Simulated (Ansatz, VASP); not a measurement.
**Two plane-wave programs on Cs3Pt**

```xyz
4
Lattice="5.7777 0.0000 0.0000 0.0000 5.7777 0.0000 0.0000 0.0000 5.7777" Properties=species:S:1:pos:R:3 pbc="T T T"
Cs    0.0000    0.0000    2.8888
Cs    0.0000    2.8888    0.0000
Cs    2.8888    0.0000    0.0000
Pt    2.8888    2.8888    2.8888
```

Alike in both runs: task single point; functional LDA; k mesh 4 × 4 × 4; occupations fermi-dirac, width 0.2 eV; no spin polarisation.

|  | VASP | Ansatz |
| --- | --- | --- |
| version | VASP 6.6.1 | Ansatz 0.2.0 |
| potentials or method | VASP PAW LDA potentials, release 64 (Cs_sv, Pt), cutoff 500 eV | plane waves, PAW |
| valence electrons in the cell | 37 | 45 |

Ansatz gave:

```
pressure (GPa) : -2.3
```

Task: Estimate VASP's values.

Result: Pressure (GPa): -2.2.

LDA's correlation is that of Perdew and Zunger in VASP and of Perdew and Wang (1992) in Ansatz. VASP's potentials hold 37 valence electrons a cell and Ansatz's 45, so a difference there can come from the potentials and not from the codes. Ansatz's warnings: stress scf threshold loose.

Neither program's run includes spin-orbit coupling.
